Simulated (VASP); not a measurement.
# CsH3 (P-6m2) in VASP: further runs, part 2 of 2

VASP 6.6.1. Earlier steps stand in the parts before.

## 4. Relaxation of cell and atoms, PBE

INCAR reads:

```
PREC = Accurate ; ENCUT = 600
EDIFF = 1E-7 ; ISMEAR = 0
SIGMA = 0.1 ; LREAL = False
LASPH = True ; NELM = 60
ALGO = Normal ; ISIF = 3
LWAVE = False ; LCHARG = False
GGA = PE ; IBRION = 2
NSW = 90 ; EDIFFG = -0.04
```

KPOINTS reads:

```
Automatic mesh
0
Gamma
  6 6 4
```

POSCAR reads:

```
CsH3
1.0
    4.2149975600      0.0000000000      0.0000000000
   -2.1074987800      3.6502949600      0.0000000000
    0.0000000000      0.0000000000      4.7745950300
Cs H
1 3
Direct
    0.3333333300      0.6666666700      0.0000000000
    0.0000000000      0.0000000000      0.6681905900
    0.0000000000      0.0000000000      0.3318094100
    0.3333333300      0.6666666700      0.5000000000
```

Potentials or basis: VASP PAW PBE potentials, release 64 (Cs_sv, H).

On the command line:

```bash
$ cat potpaw_PBE.64/Cs_sv/POTCAR potpaw_PBE.64/H/POTCAR > POTCAR
$ mpirun -np 1 vasp_std > vasp.out
```

OUTCAR:

```text
PREC = Accurate
   ENCUT = 600
   EDIFF = 1E-7
   ISMEAR = 0
   LREAL = False
   LASPH = True
   NELM = 60
   ISIF = 3
   GGA = PE
   IBRION = 2
   NSW = 90
   EDIFFG = -0.04

 ion  position               nearest neighbor table
   1  0.333  0.667  0.000-
   2  0.000  0.000  0.668-
   3  0.000  0.000  0.332-
   4  0.333  0.667  0.500-

  LATTYP: Found a hexagonal cell.
 ALAT       =     4.2149975600
 C/A-ratio  =     1.1327634149

  Lattice vectors:

 A1 = (   4.2149975600,   0.0000000000,   0.0000000000)
 A2 = (  -2.1074987800,   3.6502949600,   0.0000000000)
 A3 = (   0.0000000000,   0.0000000000,   4.7745950300)

Analysis of symmetry for initial positions (statically):
=====================================================================
 Subroutine PRICEL returns:
 Original cell was already a primitive cell.

 Routine SETGRP: Setting up the symmetry group for a
 hexagonal supercell.

 Subroutine GETGRP returns: Found 12 space group operations
 (whereof 12 operations were pure point group operations)
 out of a pool of 24 trial point group operations.

The static configuration has the point symmetry D_3h.

Analysis of symmetry for dynamics (positions and initial velocities):
=====================================================================
 Subroutine PRICEL returns:
 Original cell was already a primitive cell.

[... 273 lines left out ...]
 fundamental gap:      0.1900141197
 Fermi energy:         0.2421628439

 k-point     1 :       0.0000    0.0000    0.0000
  band No.  band energies     occupation
      1     -22.9004      2.00000
      2      -9.8088      2.00000
      3      -9.8088      2.00000
      4      -9.3609      2.00000
      5      -7.6518      2.00000
      6      -1.2018      2.00000
      7       0.6743      0.00000
      8       3.1928      0.00000
      9       3.1928      0.00000
     10       3.8644      0.00000
[... 248 lines left out ...]
 k-point    21 :       0.3333    0.3333    0.5000
  band No.  band energies     occupation
      1     -22.8775      2.00000
      2      -9.9847      2.00000
      3      -9.9782      2.00000
      4      -9.5264      2.00000
      5      -7.5417      2.00000
      6       0.0783      1.97950
      7       1.8662      0.00000
      8       2.0942      0.00000
      9       2.7648      0.00000
     10       3.8458      0.00000

[... ionic steps 4 to 21 ...]

--------------------------------------- Ionic step       22  -------------------------------------------

 number of electron      12.0000013 magnetization

------------------------ aborting loop because EDIFF is reached ----------------------------------------
[... 71 lines left out ...]
--------------------------------------- Ionic step       24  -------------------------------------------

 number of electron      12.0000013 magnetization

 Free energy of the ion-electron system (eV)
  ---------------------------------------------------
  ext. energy  EPLUGINS =         0.00000000
  ---------------------------------------------------
  free energy    TOTEN  =       -10.36747511 eV

  energy without entropy =      -10.36747476  energy(sigma->0) =      -10.36747493

 E-fermi :  -0.6960     XC(G=0):  -4.5723

 val. band max:       -1.0261951592   @ k =   0.3333   0.3333   0.5000
 cond. band min:      -0.4165720798   @ k =   0.0000   0.0000   0.5000
 fundamental gap:      0.6096230794
 Fermi energy:        -0.6960362092

 k-point     1 :       0.0000    0.0000    0.0000
  band No.  band energies     occupation
      1     -23.7044      2.00000
      2     -10.6763      2.00000
      3     -10.6763      2.00000
      4     -10.1943      2.00000
      5      -8.3715      2.00000
      6      -2.1725      2.00000
      7       0.1061      0.00000
      8       2.1416      0.00000
      9       2.1416      0.00000
     10       2.7371      0.00000
[... 289 lines left out ...]
  FREE ENERGIE OF THE ION-ELECTRON SYSTEM (eV)
  ---------------------------------------------------
  free  energy   TOTEN  =       -10.3674751067 eV

  energy  without entropy=      -10.3674747602  energy(sigma->0) =      -10.36747493

 reached required accuracy - stopping structural energy minimisation
```

Wall time 9.1 min (1 thread of AMD EPYC 7R43 (Zen 3), shared host); peak memory 0.17 GiB.

Results:

```
Free energy                           : -10.3675 eV
Relaxed volume                        : 42.40 Å³/atom
Relaxed cell                          : a = 5.960 Å, b = 5.960 Å, c = 5.514 Å, α = 90.00°, β = 90.00°, γ = 120.00°
Space group after relaxing (to 0.1 Å) : P-6m2 (No. 187)
Energy gained by relaxing             : 833.2 meV/atom
Ionic steps                           : 24
Pressure after relaxing               : 0.0 GPa
Largest force after relaxing          : 0.007 eV/Å
Band gap on the k mesh                : 0.61 eV
```

Forces in eV/Å, atoms in the order of the input:
```
Cs   0.000  0.000  0.000
H    0.000  0.000 -0.007
H    0.000  0.000  0.007
H    0.000  0.000  0.000
```

The path:
```csv
step,energy change (eV),largest force (eV/Å),pressure (GPa),volume (Å³)
1,0.0000,1.9833,0.72,73.46
2,-0.6296,2.5541,1.24,74.25
3,-1.3764,2.8791,9.94,75.43
4,-1.2614,2.7540,2.79,74.95
5,-1.6320,1.9953,5.20,75.28
6,-1.6478,0.5825,7.12,75.38
7,-1.6628,1.2088,6.37,75.35
8,-1.7363,3.6606,8.42,80.44
9,-1.8073,1.1767,7.13,78.50
10,-2.3165,0.7004,6.10,86.53
11,-3.0953,1.7119,1.98,113.20
12,-3.1140,2.1389,1.45,119.86
13,-2.9193,3.2127,-0.75,125.77
14,-3.1700,0.2078,0.63,121.55
15,-3.1702,0.1135,0.66,121.46
16,-3.1903,0.1191,0.65,123.46
17,-3.2385,0.1342,0.63,129.52
18,-3.2872,0.1528,0.64,141.84
19,-3.2904,0.1545,0.66,146.90
20,-3.3195,0.0033,0.36,156.36
21,-3.3306,0.3119,-0.01,173.00
22,-3.3319,0.2401,0.07,169.01
23,-3.3058,1.2203,-0.39,173.27
24,-3.3327,0.0066,-0.01,169.61
```

Final structure:
```
Cs H
1.0
     5.95993    0.00000    0.00000
    -2.97996    5.16145    0.00000
     0.00000    0.00000    5.51380
Cs H
1 3
Direct
  0.33333 0.66667 0.00000
  0.00000 0.00000 0.56797
  0.00000 0.00000 0.43203
  0.33333 0.66667 0.50000
```

Caveat: the volume moved by over 15 % at a fixed basis, so the end points are rough; spin-orbit coupling is left out, which moves the levels of the heavy elements. A k mesh can miss the band edges.

## 5. Single point, PBE

This run uses another cell than the first one, of 77.37 Å³/atom.

INCAR reads:

```
  ALGO = Normal
  EDIFF = 1E-6
  ENCUT = 520
  GGA = PE
  ISIF = 2
  ISMEAR = 0
  LASPH = T
  LCHARG = F
  LREAL = F
  LWAVE = F
  NBANDS = 14
  NELM = 60
  PREC = Accurate
  SIGMA = 0.02
```

KPOINTS reads:

```
k-points
0
Gamma
  6 6 6
```

POSCAR reads:

```
CsH3
1.0
    7.9858347211      0.0000000000      0.0000000000
   -3.9929173605      6.9159357390      0.0000000000
    0.0000000000      0.0000000000      5.6036977801
Cs H
1 3
Direct
    0.3333333333      0.6666666667      0.0000000000
    0.0000000000      0.0000000000      0.5669144196
    0.0000000000      0.0000000000      0.4330855804
    0.3333333333      0.6666666667      0.5000000000
```

On the command line:

```bash
$ cat potpaw_PBE.64/Cs_sv/POTCAR potpaw_PBE.64/H/POTCAR > POTCAR
$ mpirun -np 1 vasp_std > vasp.out
```

Run time: 3.3 min. Hardware: 1 thread of AMD EPYC 7R43 (Zen 3), shared host; peak memory 0.4 GiB.

Results (log left out):

- Free energy: -10.6032 eV
- Pressure: 0.0 GPa
- Largest force: 0.022 eV/Å
- Band gap on the k mesh: 1.49 eV (least direct gap 1.50 eV)

Forces on the atoms (eV/Å):
```
Cs   0.000  0.000  0.000
H    0.000  0.000 -0.022
H    0.000  0.000  0.022
H    0.000  0.000  0.000
```

Levels at points of the mesh, in eV from the valence-band top:
| k point | band 3 | band 4 | band 5 | band 6 | band 7 | band 8 | band 9 | band 10 |
| --- | --- | --- | --- | --- | --- | --- | --- | --- |
| (0.00, 0.00, 0.00) | -9.45 | -9.00 | -7.49 | -1.05 | 1.54 | 3.02 | 3.02 | 3.92 |
| (0.50, 0.00, 0.00) | -9.45 | -8.99 | -7.49 | -1.03 | 2.00 | 2.31 | 3.09 | 3.33 |
| (0.00, 0.00, 0.50) | -9.44 | -9.12 | -7.48 | -0.01 | 1.49 | 3.36 | 3.36 | 3.61 |
| (0.50, 0.00, 0.50) | -9.44 | -9.12 | -7.48 | 0.00 | 2.05 | 2.71 | 2.78 | 3.12 |

Caveat: spin-orbit coupling is left out, which moves the levels of the heavy elements. A k mesh can miss the band edges.

## 6. Single point, PBE

This run uses another cell than the first one, of 77.37 Å³/atom.

INCAR reads:

```
SYSTEM = CsH3
PREC     = Accurate       ! precision mode
ENCUT    = 520            ! plane-wave cutoff, eV
EDIFF    = 1E-6           ! SCF threshold, eV
ISMEAR   = 0              ! smearing method
SIGMA    = 0.02           ! smearing width, eV
LREAL    = .False.        ! projectors in reciprocal space
LASPH    = .True.         ! aspherical terms in the spheres
NELM     = 80             ! most SCF steps
ALGO     = Normal         ! electronic algorithm
ISIF     = 2              ! what is computed and relaxed
LWAVE    = .False.        ! write WAVECAR
LCHARG   = .False.        ! write CHGCAR
GGA      = PE             ! functional
NBANDS   = 14             ! bands
```

KPOINTS reads:

```
regular mesh
0
Gamma
  6 6 6
  0 0 0
```

POSCAR: that of step 5 with these lines changed.

```diff
@@ -2,4 +2,4 @@
 1.0
-    7.9858347211      0.0000000000      0.0000000000
-   -3.9929173605      6.9159357390      0.0000000000
+    7.9858347212      0.0000000000      0.0000000000
+   -3.9929173606      6.9159357390      0.0000000000
     0.0000000000      0.0000000000      5.6036977801
```

Potentials or basis: VASP PAW PBE potentials, release 64 (Cs_sv, H).

On the command line:

```bash
$ cat potpaw_PBE.64/Cs_sv/POTCAR potpaw_PBE.64/H/POTCAR > POTCAR
$ mpirun -np 1 vasp_std > vasp.out
```

It took 3.7 min on 1 thread of AMD EPYC 7R43 (Zen 3), shared host; peak memory 0.4 GiB.

Results (log left out):

```yaml
Free_energy: -10.6032 eV
Pressure: 0.0 GPa
Largest_force: 0.022 eV/Å
Band_gap_on_the_k_mesh: 1.49 eV (least direct gap 1.50 eV)
```

Forces on the atoms (eV/Å):
```
Cs   0.000  0.000  0.000
H    0.000  0.000 -0.022
H    0.000  0.000  0.022
H    0.000  0.000  0.000
```

Levels at points of the mesh, in eV from the valence-band top:
| k point | band 4 | band 5 | band 6 | band 7 | band 8 | band 9 |
| --- | --- | --- | --- | --- | --- | --- |
| (0.00, 0.00, 0.00) | -9.00 | -7.49 | -1.05 | 1.54 | 3.02 | 3.02 |
| (0.50, 0.00, 0.00) | -8.99 | -7.49 | -1.03 | 2.00 | 2.31 | 3.09 |
| (0.00, 0.00, 0.50) | -9.12 | -7.48 | -0.01 | 1.49 | 3.36 | 3.36 |
| (0.50, 0.00, 0.50) | -9.12 | -7.48 | 0.00 | 2.05 | 2.71 | 2.78 |

Caveat: spin-orbit coupling is left out, which moves the levels of the heavy elements.

## 7. Overview

| task | cell | k mesh | cutoff (eV) | smearing | gap on the mesh (eV) | pressure (GPa) | largest force (eV/Å) |
| --- | --- | --- | --- | --- | --- | --- | --- |
| single point | a = 4.215, b = 4.215, c = 4.775 Å, angles 90.0, 90.0, 120.0°, 4 atoms, atomic positions A | 6 × 6 × 4 | 520 | gaussian 0.1 eV | none | 0.7 | 1.98 |
| single point | a = 6.611, b = 6.611, c = 5.562 Å, angles 90.0, 90.0, 120.0°, 4 atoms, atomic positions B | 6 × 6 × 4 | 520 | gaussian 0.1 eV | 0.98 | 0.1 | 0.01 |
| relaxation of cell and atoms | relaxed from a = 4.215, b = 4.215, c = 4.775 Å, angles 90.0, 90.0, 120.0°, 4 atoms, atomic positions A | 6 × 6 × 4 | 600 | gaussian 0.1 eV | 0.61 | 0.0 | 0.01 |
| single point | a = 7.986, b = 7.986, c = 5.604 Å, angles 90.0, 90.0, 120.0°, 4 atoms, atomic positions C | 6 × 6 × 6 | 520 | gaussian 0.02 eV | 1.49 | 0.0 | 0.02 |

Alike in all rows: level PBE; potentials or basis VASP PAW PBE potentials, release 64 (Cs_sv, H); no spin polarisation.

Caveats: spin-orbit coupling is left out, which moves the levels of the heavy elements; the stress differs along the axes, from -7 to 4 GPa (at least some runs); forces of over 1 eV/Å act on the atoms, so gaps and moduli don't describe the material at rest (at least some runs); the volume moved by over 15 % at a fixed basis, so the end points are rough (at least some runs).

Total energies depend on the potentials used, so only differences within one code and one set of settings carry meaning.
